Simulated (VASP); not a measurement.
Set up this calculation in VASP 6.6.1, as the native input.

```yaml
Task: single point
Functional: PBE
Potentials_or_basis: VASP PAW PBE potentials, release 64 (Sb)
Cutoff: 520 eV
k_mesh: 7 × 7 × 9
Occupations: fermi-dirac, width 0.1 eV
Spin: no spin polarisation
Dipole_correction: no
Further_INCAR_settings: ALGO = Normal; EDIFF = 1e-07; NBANDS = 14
```

The structure of Sb lies in POSCAR:

```
Sb
1.0
    5.4563442636      0.0000000000      0.0000000000
   -2.7281721318      4.7253327441      0.0000000000
    0.0000000000      0.0000000000      3.2141903864
Sb
3
Direct
    0.0000000000      0.0000000000      0.0000000000
    0.3333333333      0.6666666667      0.5000000000
    0.6666666667      0.3333333333      0.5000000000
```

The input as run:

INCAR

```
SYSTEM = Sb
  ALGO = Normal
  EDIFF = 1E-7
  ENCUT = 520
  GGA = PE
  ISIF = 2
  ISMEAR = -1
  LASPH = .TRUE.
  LCHARG = .FALSE.
  LREAL = .FALSE.
  LWAVE = .FALSE.
  NBANDS = 14
  NELM = 80
  PREC = Accurate
  SIGMA = 0.1
```

KPOINTS

```
k-points
0
G
  7 7 9
  0 0 0
```

Potentials or basis: VASP PAW PBE potentials, release 64 (Sb).

Run with:

```bash
$ cat potpaw_PBE.64/Sb/POTCAR > POTCAR
$ mpirun -np 1 vasp_std > vasp.out
```

It gave:

The pressure is -0.1 GPa.

Run time: 31 s on 1 thread of Intel(R) Xeon(R) Platinum 8259CL CPU @ 2.50GHz (Skylake/Cascade Lake), on a shared host, peak memory 0.2 GiB.
